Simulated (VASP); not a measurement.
# Bi2Se3 (R-3m) in VASP: further runs

The runs below take Bi2Se3 through single point, with PBE, PBEsol.

Program: VASP 6.6.1. These are calculated values, not measurements. Logs are shortened: lines on timing, memory, paths and dates and some standing lists are left out, and cuts for length are marked.

## (1) The cell of the first run

It takes space group R-3m (No. 166, trigonal). The conventional cell has a = 4.143 Å, b = 4.143 Å, c = 28.922 Å, α = 90.00°, β = 90.00°, γ = 120.00°. Within 3.8 Å of Bi (site symmetry 3m) lie 6 Se at 2.86 to 3.09 Å. Within 3.8 Å of Se (site symmetry 3m) lie 3 Bi at 2.86 Å and 3 Se at 3.54 Å. Within 4.3 Å of Se (site symmetry -3m) lie 6 Bi at 3.09 Å and 12 Se at 4.14 to 4.25 Å.

## (2) Single point, PBE

INCAR

```
SYSTEM = Bi2Se3
PREC = Accurate ; ENCUT = 520
EDIFF = 1E-7 ; ISMEAR = -1
SIGMA = 0.05 ; LREAL = .FALSE.
LASPH = .TRUE. ; NELM = 60
ALGO = Normal ; ISIF = 2
LWAVE = .FALSE. ; LCHARG = .FALSE.
GGA = PE ; NBANDS = 32
```

KPOINTS

```
Automatic mesh
0
G
  6 6 6
  0 0 0
```

POSCAR

```
Bi2Se3
1.0
    2.0715000000      1.1959810826      9.6407866666
   -2.0715000000      1.1959810826      9.6407866666
    0.0000000000     -2.3919621653      9.6407866666
Bi Se
2 3
Direct
    0.5992000000      0.5992000000      0.5992000000
    0.4008000000      0.4008000000      0.4008000000
    0.7883000000      0.7883000000      0.7883000000
    0.2117000000      0.2117000000      0.2117000000
    0.0000000000      0.0000000000      0.0000000000
```

Potentials or basis: VASP PAW PBE potentials, release 64 (Bi_d, Se).

Launch:

```console
$ cat potpaw_PBE.64/Bi_d/POTCAR potpaw_PBE.64/Se/POTCAR > POTCAR
$ mpirun -np 1 vasp_std > vasp.out
```

OUTCAR:

```text
SYSTEM = Bi2Se3
   PREC = Accurate
   ENCUT = 520
   EDIFF = 1E-7
   ISMEAR = -1
   LREAL = .FALSE.
   LASPH = .TRUE.
   NELM = 60
   ISIF = 2
   GGA = PE

 ion  position               nearest neighbor table
   1  0.599  0.599  0.599-   4 2.86   4 2.86   4 2.86   5 3.09   5 3.09   5 3.09
   2  0.401  0.401  0.401-   3 2.86   3 2.86   3 2.86   5 3.09   5 3.09   5 3.09
   3  0.788  0.788  0.788-   2 2.86   2 2.86   2 2.86
   4  0.212  0.212  0.212-   1 2.86   1 2.86   1 2.86
   5  0.000  0.000  0.000-   1 3.09   1 3.09   2 3.09   2 3.09   1 3.09   2 3.09

  LATTYP: Found a trigonal (rhomboedric) cell.
 ALAT       =     9.9330886712
 COS(alpha) =     0.9130176281

  Lattice vectors:

 A1 = (   2.0715000000,   1.1959810826,   9.6407866666)
 A2 = (  -2.0715000000,   1.1959810826,   9.6407866666)
 A3 = (   0.0000000000,  -2.3919621653,   9.6407866666)

Analysis of symmetry for initial positions (statically):
=====================================================================
 Subroutine PRICEL returns:
 Original cell was already a primitive cell.

 Routine SETGRP: Setting up the symmetry group for a
 trigonal (rhombohedral) supercell.

 Subroutine GETGRP returns: Found 12 space group operations
 (whereof 12 operations were pure point group operations)
 out of a pool of 12 trial point group operations.

The static configuration has the point symmetry D_3d.

Analysis of symmetry for dynamics (positions and initial velocities):
=====================================================================
 Subroutine PRICEL returns:
 Original cell was already a primitive cell.

 Routine SETGRP: Setting up the symmetry group for a
 trigonal (rhombohedral) supercell.

 Subroutine GETGRP returns: Found 12 space group operations
 (whereof 12 operations were pure point group operations)
 out of a pool of 12 trial point group operations.

The dynamic configuration has the point symmetry D_3d.

 Subroutine INISYM returns: Found 12 space group operations
 (whereof 12 operations are pure point group operations),
 and found     1 'primitive' translations

----------------------------------------------------------------------------------------

                                     Primitive cell

  volume of cell :     143.3088

  direct lattice vectors                    reciprocal lattice vectors
     2.071500000  1.195981083  9.640786667     0.241370987  0.139355604  0.034575325
    -2.071500000  1.195981083  9.640786667    -0.241370987  0.139355604  0.034575325
     0.000000000 -2.391962165  9.640786667     0.000000000 -0.278711209  0.034575325

  length of vectors
     9.933088671  9.933088671  9.933088671     0.280847630  0.280847630  0.280847630

  position of ions in fractional coordinates (direct lattice)
     0.599200000  0.599200000  0.599200000
     0.400800000  0.400800000  0.400800000
     0.788300000  0.788300000  0.788300000
     0.211700000  0.211700000  0.211700000
     0.000000000  0.000000000  0.000000000

  ion indices of the primitive-cell ions
   primitive index   ion index
                 1           1
                 2           2
                 3           3
                 4           4
                 5           5

----------------------------------------------------------------------------------------

 KPOINTS: Automatic mesh

Automatic generation of k-mesh.
 Grid dimensions read from file:
 generate k-points for:    6    6    6

 Generating k-lattice:

  Cartesian coordinates                     Fractional coordinates (reciprocal lattice)
     0.040228498  0.023225934  0.005762554     0.166666667 -0.000000000  0.000000000
    -0.040228498  0.023225934  0.005762554    -0.000000000  0.166666667  0.000000000
     0.000000000 -0.046451868  0.005762554     0.000000000  0.000000000  0.166666667

  Length of vectors
     0.046807938  0.046807938  0.046807938

  Shift w.r.t. Gamma in fractional coordinates (k-lattice)
     0.000000000  0.000000000  0.000000000

 Subroutine IBZKPT returns following result:
 ===========================================

 Found     32 irreducible k-points:

 Following reciprocal coordinates:
            Coordinates               Weight
  0.000000  0.000000  0.000000      1.000000
  0.166667 -0.000000  0.000000      6.000000
  0.333333  0.000000 -0.000000      6.000000
  0.500000  0.000000  0.000000      3.000000
  0.166667  0.166667  0.000000      6.000000
  0.333333  0.166667  0.000000     12.000000
[... 16 lines left out ...]
  0.500000  0.500000  0.166667      6.000000
 -0.333333  0.500000  0.166667     12.000000
 [... further k-points ...]
   k-points           NKPTS =     32   k-points in BZ     NKDIM =     32   number of bands    NBANDS=     32
   number of dos      NEDOS =    301   number of ions     NIONS =      5
   total plane-waves  NPLWV = 512000
   dimension x,y,z NGX =    80 NGY =   80 NGZ =   80
   dimension x,y,z NGXF=   160 NGYF=  160 NGZF=  160
   ions per type =               2   3
   NGX,Y,Z   is equivalent  to a cutoff of  13.39, 13.39, 13.39 a.u.
   NGXF,Y,Z  is equivalent  to a cutoff of  26.78, 26.78, 26.78 a.u.
 SYSTEM =  Bi2Se3
   PREC   = accura    normal or accurate (medium, high low for compatibility)
   ISTART =      0    job   : 0-new  1-cont  2-samecut
   ICHARG =      2    charge: 1-file 2-atom 10-const
   ISPIN  =      1    spin polarized calculation?
   LNONCOLLINEAR =      F non collinear calculations
   LSORBIT =      F    spin-orbit coupling
   LASPH  =      T    aspherical Exc in radial PAW
   ENCUT  =  520.0 eV  38.22 Ry    6.18 a.u.  18.47 18.47 18.47*2*pi/ulx,y,z
   NELM   =     60;   NELMIN=  2; NELMDL= -5     # of ELM steps
   EDIFF  = 0.1E-06   stopping-criterion for ELM
   LREAL  =      F    real-space projection
   EDIFFG = 0.1E-05   stopping-criterion for IOM
   NSW    =      0    number of steps for IOM
   IBRION =     -1    ionic relax: 0-MD 1-quasi-New 2-CG
   NFREE  =      0    steps in history (QN), initial steepest desc. (CG)
   ISIF   =      2    stress and relaxation
   ISYM   =      2    0-nonsym 1-usesym 2-fastsym
   POTIM  = 0.5000    time-step for ionic-motion
   TEBEG  =    0.0;   TEEND  =   0.0 temperature during run
   PSTRESS=    0.0 pullay stress
   NELECT =      48.0000    total number of electrons
   NUPDOWN=      -1.0000    fix difference up-down
   EMIN   =  10.00;   EMAX   =-10.00  energy-range for DOS
   EFERMI =   0.00;   METHOD = LEGACY
   ISMEAR =    -1;   SIGMA  =   0.05  broadening in eV -4-tet -1-fermi 0-gaus
   EFERMI_NEDOS =   21; number of points for ismear=-14 and -15
   IALGO  =     38    algorithm
   IMIX   =      4    mixing-type and parameters
     AMIX     =   0.40;   BMIX     =  1.00
     AMIX_MAG =   1.60;   BMIX_MAG =  1.00
  volume/ion in A,a.u.               =      28.66       193.42
  Fermi-wavevector in a.u.,A,eV,Ry     =   1.136923  2.148472 17.586797  1.292593
  Thomas-Fermi vector in A             =   2.273628
   LORBIT       =      0    0 simple, 1 ext, 2 COOP (PROOUT), +10 PAW based schemes
   GGA     = PE    functional components
   LHFCALC =     F    Hartree Fock is set to
   AEXX    =    0.0000 exact exchange contribution
   IVDW    =     0    specifies the selected vdW correction
   LEPSILON=     F    determine dielectric tensor
   LRPA    =     F    only Hartree local field effects (RPA)
 non-spin polarized calculation
  energy-cutoff  :      520.00
  volume of cell :      143.31
 maximum number of plane-waves:      3911
 NGX is ok and might be reduce to    80
   NGX = 37   NGY = 37   NGZ = 37

 number of electron      48.0000000 magnetization

 Free energy of the ion-electron system (eV)
  ---------------------------------------------------
  ext. energy  EPLUGINS =         0.00000000
  ---------------------------------------------------
  free energy    TOTEN  =       -20.17544160 eV

  energy without entropy =      -20.17515286  energy(sigma->0) =      -20.17529723

 E-fermi :   4.9853     XC(G=0):  -9.4518

 val. band max:        4.8558625128   @ k =   0.0000   0.0000   0.0000
 cond. band min:       5.1141205052   @ k =   0.0000   0.0000   0.0000
 fundamental gap:      0.2582579924
 Fermi energy:         4.9853287611

 k-point     1 :       0.0000    0.0000    0.0000
  band No.  band energies     occupation
      1     -18.2712      2.00000
      2     -18.2712      2.00000
      3     -18.2697      2.00000
      4     -18.2697      2.00000
      5     -18.2618      2.00000
      6     -18.2594      2.00000
[... 24 lines left out ...]
     31      10.6645      0.00000
     32      11.9058      0.00000

 k-point     2 :       0.1667   -0.0000    0.0000
  band No.  band energies     occupation
      1     -18.2747      2.00000
      2     -18.2726      2.00000
      3     -18.2649      2.00000
      4     -18.2634      2.00000
      5     -18.2582      2.00000
      6     -18.2557      2.00000
[... 24 lines left out ...]
     31      10.0159      0.00000
     32      10.9103      0.00000

 k-point     3 :       0.3333    0.0000   -0.0000
  band No.  band energies     occupation
      1     -18.2839      2.00000
      2     -18.2803      2.00000
      3     -18.2622      2.00000
      4     -18.2579      2.00000
      5     -18.2569      2.00000
      6     -18.2542      2.00000
[... 24 lines left out ...]
     31       9.2776      0.00000
     32      11.3098      0.00000

 k-point     4 :       0.5000    0.0000    0.0000
  band No.  band energies     occupation
      1     -18.2891      2.00000
      2     -18.2847      2.00000
      3     -18.2650      2.00000
      4     -18.2605      2.00000
      5     -18.2570      2.00000
      6     -18.2529      2.00000
[... 24 lines left out ...]
     31       9.0365      0.00000
     32      10.9598      0.00000

 k-point     5 :       0.1667    0.1667    0.0000
  band No.  band energies     occupation
      1     -18.2747      2.00000
      2     -18.2726      2.00000
      3     -18.2649      2.00000
      4     -18.2634      2.00000
      5     -18.2582      2.00000
      6     -18.2557      2.00000
[... 584 lines left out ...]
     31       9.8147      0.00000
     32      10.8589      0.00000

 k-point    22 :      -0.1667    0.3333    0.1667
  band No.  band energies     occupation
      1     -18.2823      2.00000
      2     -18.2788      2.00000
      3     -18.2617      2.00000
      4     -18.2604      2.00000
      5     -18.2577      2.00000
      6     -18.2562      2.00000
[... 24 lines left out ...]
     31       9.4992      0.00000
     32      11.7610      0.00000

 k-point    23 :       0.5000    0.5000    0.1667
  band No.  band energies     occupation
      1     -18.2838      2.00000
      2     -18.2804      2.00000
      3     -18.2622      2.00000
      4     -18.2580      2.00000
      5     -18.2569      2.00000
      6     -18.2542      2.00000
[... 24 lines left out ...]
     31       9.2791      0.00000
     32      11.0907      0.00000

 k-point    24 :      -0.3333    0.5000    0.1667
  band No.  band energies     occupation
      1     -18.2822      2.00000
      2     -18.2789      2.00000
      3     -18.2617      2.00000
      4     -18.2604      2.00000
      5     -18.2577      2.00000
      6     -18.2561      2.00000
[... 24 lines left out ...]
     31       9.7141      0.00000
     32      11.3355      0.00000

 [... further k-points ...]

------------------------ aborting loop because EDIFF is reached ----------------------------------------

  FORCE on cell =-STRESS in cart. coord.  units (eV):
  Direction    XX          YY          ZZ          XY          YZ          ZX
  --------------------------------------------------------------------------------------
  -------------------------------------------------------------------------------------
  Total        1.7931547      1.7931547      1.4912677      0.0000000     -0.0000000     -0.0000000
  in kB       20.0472764     20.0472764     16.6722121      0.0000000     -0.0000000     -0.0000000
  external PRESSURE =      18.9222550 kB  Pullay stress =       0.0000000 kB

 VOLUME and BASIS-vectors are now :
 -----------------------------------------------------------------------------
  energy-cutoff  :      520.00
  volume of cell :      143.31
      direct lattice vectors                 reciprocal lattice vectors
     2.071500000  1.195981083  9.640786667     0.241370987  0.139355604  0.034575325
    -2.071500000  1.195981083  9.640786667    -0.241370987  0.139355604  0.034575325
     0.000000000 -2.391962165  9.640786667     0.000000000 -0.278711209  0.034575325

 POSITION                                       TOTAL-FORCE (eV/Angst)
 -----------------------------------------------------------------------------------
      0.00000     -0.00000     17.33028         0.000000     -0.000000      0.169886
      0.00000     -0.00000     11.59208         0.000000      0.000000     -0.169886
      0.00000     -0.00000     22.79950         0.000000     -0.000000      0.089055
      0.00000     -0.00000      6.12286         0.000000      0.000000     -0.089055
      0.00000      0.00000      0.00000         0.000000      0.000000      0.000000
 -----------------------------------------------------------------------------------
    total drift:                                0.000000      0.000000     -0.000000

  FREE ENERGIE OF THE ION-ELECTRON SYSTEM (eV)
  ---------------------------------------------------
  free  energy   TOTEN  =       -20.1754415965 eV

  energy  without entropy=      -20.1751528635  energy(sigma->0) =      -20.17529723
```

Wall time 6.3 min (1 thread of Intel Xeon 6975P-C (Granite Rapids), shared host); peak memory 0.94 GiB.

Results:

* Free energy: -20.1754 eV
* Pressure: 1.9 GPa
* Largest force: 0.170 eV/Å
* Band gap on the k mesh: 0.26 eV

Forces on the atoms (eV/Å):
```
Bi   0.000  0.000  0.170
Bi   0.000  0.000 -0.170
Se   0.000  0.000  0.089
Se   0.000  0.000 -0.089
Se   0.000  0.000  0.000
```

Caveat: spin-orbit coupling is left out, which moves the levels of the heavy elements. A k mesh can miss the band edges.

(Continued in part 2 of 2.)
